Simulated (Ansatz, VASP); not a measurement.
# Sn in VASP and in Ansatz

```
CELL_PARAMETERS angstrom
3.41754 0.00000 0.00000
-1.70877 2.95968 0.00000
0.00000 0.00000 5.53642
ATOMIC_POSITIONS crystal
Sn 0.33333 0.66667 0.25000
Sn 0.66667 0.33333 0.75000
```

Alike in both runs: task relaxation of cell and atoms; functional PBE; k mesh 14 × 14 × 8; occupations fermi-dirac, width 0.05 eV; no spin polarisation.

|  | VASP | Ansatz |
| --- | --- | --- |
| version | VASP 6.6.1 | Ansatz 0.2.0 |
| potentials or method | VASP PAW PBE potentials, release 64 (Sn_d) | PAW with Ansatz's default frozen-core files, scalar-relativistic |
| plane-wave cutoff (eV) | 600 | 420 |
| valence electrons in the cell | 28 | 28 |

|  | VASP | Ansatz | Ansatz less VASP |
| --- | --- | --- | --- |
| relaxed volume (Å³/atom) | 27.74 | 27.76 | +0.022 |
| relaxed cell length with the largest relative difference (Å) | 5.697 | 5.698 | +0.0015 |
